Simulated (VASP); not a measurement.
Set up this calculation in VASP 6.6.1, as the native input.

| Quantity | Value |
| --- | --- |
| Task | single point |
| Functional | PBE |
| Potentials or basis | VASP PAW PBE potentials, release 64 (In_d, Ga_d, N) |
| Cutoff | 520 eV |
| k mesh | 6 × 6 × 6 |
| Occupations | gaussian, width 0.1 eV |
| Spin | no spin polarisation |
| Dipole correction | no |
| Further INCAR settings | ALGO = Normal; EDIFF = 1e-06; NBANDS = 36 |

The structure of InGa2N3 lies in POSCAR:

```
InGa2N3
1.0
    2.9411714768      1.6980861439      3.2528364262
   -2.9411714768      1.6980861439      3.2528364262
    0.0000000000     -3.3961722878      3.2528364262
In Ga N
1 2 3
Direct
    0.0000000000      0.0000000000      0.0000000000
    0.2660370547      0.2660370547      0.2660370547
    0.7339629453      0.7339629453      0.7339629453
    0.0000000000      0.0000000000      0.5000000000
    0.5000000000      0.0000000000      0.0000000000
    0.0000000000      0.5000000000      0.0000000000
```

These files were run (other wordings do the same):

INCAR

```
SYSTEM = InGa2N3
PREC = Accurate
ENCUT = 520
EDIFF = 1E-6
ISMEAR = 0
SIGMA = 0.1
LREAL = .FALSE.
LASPH = .TRUE.
NELM = 80
ALGO = Normal
ISIF = 2
LWAVE = .FALSE.
LCHARG = .TRUE.
GGA = PE
LELF = .TRUE.
LVHAR = .TRUE.
NBANDS = 36
```

KPOINTS

```
Automatic mesh
0
G
  6 6 6
  0 0 0
```

Potentials or basis: VASP PAW PBE potentials, release 64 (In_d, Ga_d, N).

Command:

```sh
$ cat potpaw_PBE.64/In_d/POTCAR potpaw_PBE.64/Ga_d/POTCAR potpaw_PBE.64/N/POTCAR > POTCAR
$ mpirun -np 1 vasp_std > vasp.out
```

Results of the run:

- Pressure: 0.3 GPa
- Largest force: 0.016 eV/Å
- Band gap on the k mesh: zero (band 27 reaches 4.11 eV, above the bottom of band 28 at 3.79 eV)

Caveat: spin-orbit coupling is left out, which moves the levels of the heavy elements.

Run time: 47 s on 1 thread of Intel(R) Xeon(R) 6975P-C (Granite Rapids) (shared host), peak memory 0.25 GiB.
